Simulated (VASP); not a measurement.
# C (C2/m) in VASP: notebook

The runs below take C through single point, with PBE.

All numbers are computed with VASP 6.6.1; they aren't measurements. Logs are shortened: lines on timing, memory, paths and dates and some standing lists are left out, and cuts for length are marked.

### Step 1. The cell of the first run

It takes space group C2/m (No. 12, monoclinic). Conventional cell: a = 4.272 Å, b = 2.467 Å, c = 8.707 Å, α = 90.00°, β = 90.00°, γ = 90.00°. Within 1.9 Å of C (site symmetry m) lie 3 C at 1.42 Å. Within 1.9 Å of C (site symmetry m) lie 3 C at 1.42 Å.

### Step 2. Single point, PBE

The input, INCAR:

```
PREC = Accurate
ENCUT = 520
EDIFF = 1E-7
ISMEAR = 0
SIGMA = 0.15
LREAL = False
LASPH = True
NELM = 80
ALGO = Normal
ISIF = 2
LWAVE = False
LCHARG = True
GGA = PE
LELF = True
LVHAR = True
NBANDS = 16
```

The input, KPOINTS:

```
regular mesh
0
Gamma
  18 18 6
```

The input, POSCAR:

```
C
1.0
    1.2332770792     -2.1360444277      0.0000000000
    1.2332770792      2.1360444277      0.0000000000
    0.0000000000      0.0000000000      8.7070252276
C
4
Direct
    0.1033232179      0.8966767821      0.7699218303
    0.5633427761      0.4366572239      0.2300780634
    0.8966767821      0.1033232179      0.2300781697
    0.4366572239      0.5633427761      0.7699219366
```

Potentials or basis: VASP PAW PBE potentials, release 64 (C).

On the command line:

```sh
$ cat potpaw_PBE.64/C/POTCAR > POTCAR
$ mpirun -np 1 vasp_std > vasp.out
```

OUTCAR:

```text
PREC = Accurate
   ENCUT = 520
   EDIFF = 1E-7
   ISMEAR = 0
   LREAL = False
   LASPH = True
   NELM = 80
   ISIF = 2
   GGA = PE

 ion  position               nearest neighbor table
   1  0.103  0.897  0.770-   4 1.42   4 1.42   4 1.42
   2  0.563  0.437  0.230-   3 1.42   3 1.42   3 1.42
   3  0.897  0.103  0.230-   2 1.42   2 1.42   2 1.42
   4  0.437  0.563  0.770-   1 1.42   1 1.42   1 1.42

  LATTYP: Found a base centered orthorhombic cell.
 ALAT       =     2.4665541584
 B/A-ratio  =     1.7320069137
 C/A-ratio  =     3.5300361024

  Lattice vectors:

 A1 = (   1.2332770792,  -2.1360444277,   0.0000000000)
 A2 = (   1.2332770792,   2.1360444277,   0.0000000000)
 A3 = (   0.0000000000,   0.0000000000,   8.7070252276)

Analysis of symmetry for initial positions (statically):
=====================================================================
 Subroutine PRICEL returns:
 Original cell was already a primitive cell.

 Routine SETGRP: Setting up the symmetry group for a
 base centered orthorhombic supercell.

 Subroutine GETGRP returns: Found  4 space group operations
 (whereof  4 operations were pure point group operations)
 out of a pool of  8 trial point group operations.

The static configuration has the point symmetry C_2h.

Analysis of symmetry for dynamics (positions and initial velocities):
=====================================================================
 Subroutine PRICEL returns:
 Original cell was already a primitive cell.

 Routine SETGRP: Setting up the symmetry group for a
 base centered orthorhombic supercell.

 Subroutine GETGRP returns: Found  4 space group operations
 (whereof  4 operations were pure point group operations)
 out of a pool of  8 trial point group operations.

The dynamic configuration has the point symmetry C_2h.

 Subroutine INISYM returns: Found  4 space group operations
 (whereof  4 operations are pure point group operations),
 and found     1 'primitive' translations

----------------------------------------------------------------------------------------

                                     Primitive cell

  volume of cell :      45.8744

  direct lattice vectors                    reciprocal lattice vectors
     1.233277079 -2.136044428  0.000000000     0.405423897 -0.234077528  0.000000000
     1.233277079  2.136044428  0.000000000     0.405423897  0.234077528  0.000000000
     0.000000000  0.000000000  8.707025228     0.000000000  0.000000000  0.114849788

  length of vectors
     2.466507278  2.466507278  8.707025228     0.468146159  0.468146159  0.114849788

  position of ions in fractional coordinates (direct lattice)
     0.103323218  0.896676782  0.769921830
     0.563342776  0.436657224  0.230078063
     0.896676782  0.103323218  0.230078170
     0.436657224  0.563342776  0.769921937

  ion indices of the primitive-cell ions
   primitive index   ion index
                 1           1
                 2           2
                 3           3
                 4           4

----------------------------------------------------------------------------------------

 KPOINTS: regular mesh

Automatic generation of k-mesh.
 Grid dimensions read from file:
 generate k-points for:   18   18    6

 Generating k-lattice:

  Cartesian coordinates                     Fractional coordinates (reciprocal lattice)
     0.022523550 -0.013004307  0.000000000     0.055555556  0.000000000  0.000000000
     0.022523550  0.013004307  0.000000000     0.000000000  0.055555556  0.000000000
     0.000000000  0.000000000  0.019141631     0.000000000  0.000000000  0.166666667

  Length of vectors
     0.026008120  0.026008120  0.019141631

  Shift w.r.t. Gamma in fractional coordinates (k-lattice)
     0.000000000  0.000000000  0.000000000

 Subroutine IBZKPT returns following result:
 ===========================================

 Found    524 irreducible k-points:

 Following reciprocal coordinates:
            Coordinates               Weight
  0.000000  0.000000  0.000000      1.000000
  0.055556  0.000000  0.000000      4.000000
  0.111111  0.000000  0.000000      4.000000
  0.166667  0.000000  0.000000      4.000000
  0.222222  0.000000  0.000000      4.000000
  0.277778  0.000000  0.000000      4.000000
[... 16 lines left out ...]
 -0.277778  0.055556  0.000000      4.000000
 -0.222222  0.055556  0.000000      4.000000
 [... further k-points ...]
   k-points           NKPTS =    524   k-points in BZ     NKDIM =    524   number of bands    NBANDS=     16
   number of dos      NEDOS =    301   number of ions     NIONS =      4
   total plane-waves  NPLWV =  22680
   dimension x,y,z NGX =    18 NGY =   18 NGZ =   70
   dimension x,y,z NGXF=    36 NGYF=   36 NGZF=  140
   ions per type =               4
   NGX,Y,Z   is equivalent  to a cutoff of  12.13, 12.13, 13.37 a.u.
   NGXF,Y,Z  is equivalent  to a cutoff of  24.26, 24.26, 26.73 a.u.
 SYSTEM =  unknown system
   PREC   = accura    normal or accurate (medium, high low for compatibility)
   ISTART =      0    job   : 0-new  1-cont  2-samecut
   ICHARG =      2    charge: 1-file 2-atom 10-const
   ISPIN  =      1    spin polarized calculation?
   LNONCOLLINEAR =      F non collinear calculations
   LSORBIT =      F    spin-orbit coupling
   LASPH  =      T    aspherical Exc in radial PAW
   ENCUT  =  520.0 eV  38.22 Ry    6.18 a.u.   4.59  4.59 16.19*2*pi/ulx,y,z
   NELM   =     80;   NELMIN=  2; NELMDL= -5     # of ELM steps
   EDIFF  = 0.1E-06   stopping-criterion for ELM
   LREAL  =      F    real-space projection
   EDIFFG = 0.1E-05   stopping-criterion for IOM
   NSW    =      0    number of steps for IOM
   IBRION =     -1    ionic relax: 0-MD 1-quasi-New 2-CG
   NFREE  =      0    steps in history (QN), initial steepest desc. (CG)
   ISIF   =      2    stress and relaxation
   ISYM   =      2    0-nonsym 1-usesym 2-fastsym
   POTIM  = 0.5000    time-step for ionic-motion
   TEBEG  =    0.0;   TEEND  =   0.0 temperature during run
   PSTRESS=    0.0 pullay stress
   NELECT =      16.0000    total number of electrons
   NUPDOWN=      -1.0000    fix difference up-down
   EMIN   =  10.00;   EMAX   =-10.00  energy-range for DOS
   EFERMI =   0.00;   METHOD = LEGACY
   ISMEAR =     0;   SIGMA  =   0.15  broadening in eV -4-tet -1-fermi 0-gaus
   EFERMI_NEDOS =   21; number of points for ismear=-14 and -15
   IALGO  =     38    algorithm
   IMIX   =      4    mixing-type and parameters
     AMIX     =   0.40;   BMIX     =  1.00
     AMIX_MAG =   1.60;   BMIX_MAG =  1.00
  volume/ion in A,a.u.               =      11.47        77.39
  Fermi-wavevector in a.u.,A,eV,Ry     =   1.152368  2.177660 18.067889  1.327952
  Thomas-Fermi vector in A             =   2.289020
   LORBIT       =      0    0 simple, 1 ext, 2 COOP (PROOUT), +10 PAW based schemes
   GGA     = PE    functional components
   LHFCALC =     F    Hartree Fock is set to
   AEXX    =    0.0000 exact exchange contribution
   IVDW    =     0    specifies the selected vdW correction
   LEPSILON=     F    determine dielectric tensor
   LRPA    =     F    only Hartree local field effects (RPA)
 non-spin polarized calculation
 Gauss-broadening in eV      SIGMA  =   0.15
  energy-cutoff  :      520.00
  volume of cell :       45.87
 maximum number of plane-waves:      1260
   NGX =  9   NGY =  9   NGZ = 33

 number of electron      16.0000002 magnetization

 Free energy of the ion-electron system (eV)
  ---------------------------------------------------
  ext. energy  EPLUGINS =         0.00000000
  ---------------------------------------------------
  free energy    TOTEN  =       -36.90346474 eV

  energy without entropy =      -36.90184600  energy(sigma->0) =      -36.90265537

 E-fermi :   2.6461     XC(G=0):  -8.5861

 val. band max:        2.6219991264   @ k =   0.3333   0.3333   0.5000
 cond. band min:       2.6694206382   @ k =   0.3333   0.3333   0.5000
 fundamental gap:      0.0474215118
 Fermi energy:         2.6460946943

 k-point     1 :       0.0000    0.0000    0.0000
  band No.  band energies     occupation
      1     -16.8878      2.00000
      2     -16.8486      2.00000
      3      -5.2006      2.00000
      4      -4.7191      2.00000
      5      -0.3984      2.00000
      6      -0.3973      2.00000
[... 8 lines left out ...]
     15      12.2716      0.00000
     16      14.0554      0.00000

 k-point     2 :       0.0556    0.0000    0.0000
  band No.  band energies     occupation
      1     -16.8148      2.00000
      2     -16.7758      2.00000
      3      -5.1127      2.00000
      4      -4.6330      2.00000
      5      -0.6959      2.00000
      6      -0.6935      2.00000
[... 8 lines left out ...]
     15      12.3724      0.00000
     16      13.7985      0.00000

 k-point     3 :       0.1111    0.0000    0.0000
  band No.  band energies     occupation
      1     -16.5961      2.00000
      2     -16.5578      2.00000
      3      -4.8499      2.00000
      4      -4.3758      2.00000
      5      -1.5140      2.00000
      6      -1.5100      2.00000
[... 8 lines left out ...]
     15      12.6578      0.00000
     16      13.0676      0.00000

 k-point     4 :       0.1667    0.0000    0.0000
  band No.  band energies     occupation
      1     -16.2327      2.00000
      2     -16.1955      2.00000
      3      -4.4151      2.00000
      4      -3.9508      2.00000
      5      -2.6887      2.00000
      6      -2.6824      2.00000
[... 8 lines left out ...]
     15      13.1041      0.00000
     16      13.4852      0.00000
[... 324 lines left out ...]
 k-point    22 :      -0.3333    0.0556    0.0000
  band No.  band energies     occupation
      1     -14.6541      2.00000
      2     -14.6216      2.00000
      3      -6.2441      2.00000
      4      -6.2315      2.00000
      5      -3.1512      2.00000
      6      -3.1480      2.00000
[... 8 lines left out ...]
     15      14.9124      0.00000
     16      16.9418      0.00000

 k-point    23 :      -0.2778    0.0556    0.0000
  band No.  band energies     occupation
      1     -15.3672      2.00000
      2     -15.3326      2.00000
      3      -4.7944      2.00000
      4      -4.7849      2.00000
      5      -3.3915      2.00000
      6      -2.9527      2.00000
[... 8 lines left out ...]
     15      14.1063      0.00000
     16      15.5322      0.00000

 k-point    24 :      -0.2222    0.0556    0.0000
  band No.  band energies     occupation
      1     -15.9431      2.00000
      2     -15.9068      2.00000
      3      -4.0706      2.00000
      4      -3.6141      2.00000
      5      -3.4029      2.00000
      6      -3.3965      2.00000
[... 8 lines left out ...]
     15      13.4397      0.00000
     16      13.9942      0.00000

 [... further k-points ...]
[... 5 lines left out ...]
  --------------------------------------------------------------------------------------
  -------------------------------------------------------------------------------------
  Total        0.1543774      0.1515353      0.0081746      0.0000000      0.0012136      0.0000000
  in kB        5.3916742      5.2924111      0.2854990      0.0000000      0.0423837      0.0000000
  external PRESSURE =       3.6565281 kB  Pullay stress =       0.0000000 kB

 VOLUME and BASIS-vectors are now :
 -----------------------------------------------------------------------------
  energy-cutoff  :      520.00
  volume of cell :       45.87
      direct lattice vectors                 reciprocal lattice vectors
     1.233277079 -2.136044428  0.000000000     0.405423897 -0.234077528  0.000000000
     1.233277079  2.136044428  0.000000000     0.405423897  0.234077528  0.000000000
     0.000000000  0.000000000  8.707025228     0.000000000  0.000000000  0.114849788

 POSITION                                       TOTAL-FORCE (eV/Angst)
 -----------------------------------------------------------------------------------
      1.23328      1.69464      6.70373         0.000000      0.000116     -0.005977
      1.23328     -0.27061      2.00330         0.000000      0.000338      0.005041
      1.23328     -1.69464      2.00330         0.000000     -0.000116      0.005977
      1.23328      0.27061      6.70373         0.000000     -0.000338     -0.005041
 -----------------------------------------------------------------------------------
    total drift:                                0.000000      0.000000     -0.000000

  FREE ENERGIE OF THE ION-ELECTRON SYSTEM (eV)
  ---------------------------------------------------
  free  energy   TOTEN  =       -36.9034647375 eV

  energy  without entropy=      -36.9018459981  energy(sigma->0) =      -36.90265537
```

Wall time 2.9 min (1 thread of Intel Xeon 6975P-C (Granite Rapids), shared host); peak memory 0.37 GiB.

Results:

| Quantity | Value |
| --- | --- |
| Free energy | -36.9035 eV |
| Pressure | 0.4 GPa |
| Largest force | 0.006 eV/Å |

Forces on the atoms (eV/Å):
```
C    0.000  0.000 -0.006
C    0.000  0.000  0.005
C    0.000  0.000  0.006
C    0.000  0.000 -0.005
```

Stress tensor (GPa, compression positive):
```
0.54 0.00 0.00
0.00 0.53 0.00
0.00 0.00 0.03
```

Caveat: this functional lacks dispersion, which binds the layers, so the pressure and a relaxed spacing across them are unreliable.

[end of part 1 of 2]
